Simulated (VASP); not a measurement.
Set up this calculation in VASP 6.6.1, as the native input.

| Item | Value |
| --- | --- |
| Task | single point |
| Functional | PBE |
| Potentials or basis | VASP PAW PBE potentials, release 64 (B, As) |
| Cutoff | 520 eV |
| k mesh | 1 × 1 × 1, shifted |
| Occupations | fermi-dirac, width 0.05 eV |
| Spin | no spin polarisation |
| Dipole correction | no |
| Further INCAR settings | LREAL = Auto; ALGO = Normal; EDIFF = 1e-07; NBANDS = 61; ISYM = 0 |

The structure of BAs3 lies in POSCAR:

```
BAs3
1.0
    7.1150020000      0.1216840000     -0.0762260000
    0.1216840000      7.4579790000      0.0655730000
   -0.0762260000      0.0655730000      7.5605040000
B As
5 15
Direct
    0.1571367157      0.4186725159      0.7941095316
    0.1862175938      0.4895970802      0.5980595041
    0.2661153544      0.4271932837     -0.0174236316
    0.1650177010      0.4410750843      0.3822193630
    0.1153669252      0.6387320455      0.4424917152
    0.6679916639      0.4686813120      0.1944355155
    0.9281590047      0.2687278041      0.3636036116
    0.5888167892      0.9266158897      0.0968168478
    0.8795744089      0.6992238975      0.9243701518
    0.9382159713      0.2554872299      0.6675572669
    0.6258273748      0.4530338607      0.6076403806
    0.0156857400      1.0157574288      0.9589575509
    0.3646507285      0.6692016059      0.9676592076
    0.9668968824      0.9528371892      0.2736243892
    0.3351843379      0.3053766273      0.2257324776
    0.3653189451      0.7121723147      0.6631595627
    0.3132547394      0.9623951763      0.3203131718
    0.8249089439      0.6810566614      0.4638113518
    0.6867273302      0.9113220797      0.7084674983
    0.6989458316      0.2023058137      0.9574209664
```

These files were run (other wordings do the same):

INCAR

```
SYSTEM = BAs3
PREC = Accurate
ENCUT = 520
EDIFF = 1E-7
ISMEAR = -1
SIGMA = 0.05
LREAL = Auto
LASPH = .True.
NELM = 60
ALGO = Normal
ISIF = 2
LWAVE = .False.
LCHARG = .False.
GGA = PE
ISYM = 0
NBANDS = 61
```

KPOINTS

```
Automatic mesh
0
Gamma
  1 1 1
  0.25 0.25 0.25
```

Potentials or basis: VASP PAW PBE potentials, release 64 (B, As).

Command:

```sh
$ cat potpaw_PBE.64/B/POTCAR potpaw_PBE.64/As/POTCAR > POTCAR
$ mpirun -np 1 vasp_std > vasp.out
```

Results of the run:

```json
{
  "Pressure": "3.3 GPa",
  "Largest force": "1.815 eV/Å",
  "Band gap on the k mesh": "0.50 eV"
}
```

Caveat: the k points lie up to 0.88 Å⁻¹ apart.

It took 60 s on 1 thread of Intel(R) Xeon(R) 6975P-C (Granite Rapids), with other jobs on the host, peak memory 0.38 GiB.
